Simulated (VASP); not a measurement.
Wanted: the native input for a VASP 6.6.1 run.

```yaml
Task: single point
Functional: PBE
Potentials_or_basis: VASP PAW PBE potentials, release 64 (Li_sv, H)
Cutoff: 520 eV
k_mesh: 6 × 6 × 4
Occupations: gaussian, width 0.1 eV
Spin: no spin polarisation
Dipole_correction: no
Further_INCAR_settings: ALGO = Normal; EDIFF = 1e-06; NBANDS = 16
```

The structure of Li2H lies in POSCAR:

```
Li2H
1.0
    1.2757907214     -5.6222294714      0.0000000000
    1.2757907214      5.6222294714      0.0000000000
    0.0000000000      0.0000000000      4.9854333985
Li H
4 2
Direct
    0.0493920144      0.9506079856      0.2680584640
    0.9506079856      0.0493920144      0.7680584640
    0.8144977066      0.1855022934      0.3484494286
    0.1855022934      0.8144977066      0.8484494286
    0.4361461521      0.5638538479      0.4584931374
    0.5638538479      0.4361461521      0.9584931374
```

The cell was generated, and may not be a known phase.

These files were run (other wordings do the same):

INCAR

```
PREC = Accurate
ENCUT = 520
EDIFF = 1E-6
ISMEAR = 0
SIGMA = 0.1
LREAL = False
LASPH = True
NELM = 100
ALGO = Normal
ISIF = 2
LWAVE = False
LCHARG = True
GGA = PE
LELF = True
LVHAR = True
NBANDS = 16
```

KPOINTS

```
regular mesh
0
Gamma
  6 6 4
```

Potentials or basis: VASP PAW PBE potentials, release 64 (Li_sv, H).

Launch:

```bash
$ cat potpaw_PBE.64/Li_sv/POTCAR potpaw_PBE.64/H/POTCAR > POTCAR
$ mpirun -np 1 vasp_std > vasp.out
```

It gave:

```json
{
 "Largest force": "0.009 eV/Å",
 "Band gap on the k mesh": "zero (bands 7 and 8 overlap by 4.05 eV)"
}
```

Caveat: the k points lie up to 0.42 Å⁻¹ apart, too coarse for converged energies and pressures of a metal.

Run time: 77 s on 1 thread of Intel(R) Xeon(R) Platinum 8259CL CPU @ 2.50GHz (Skylake/Cascade Lake) (shared host), peak memory 0.27 GiB.
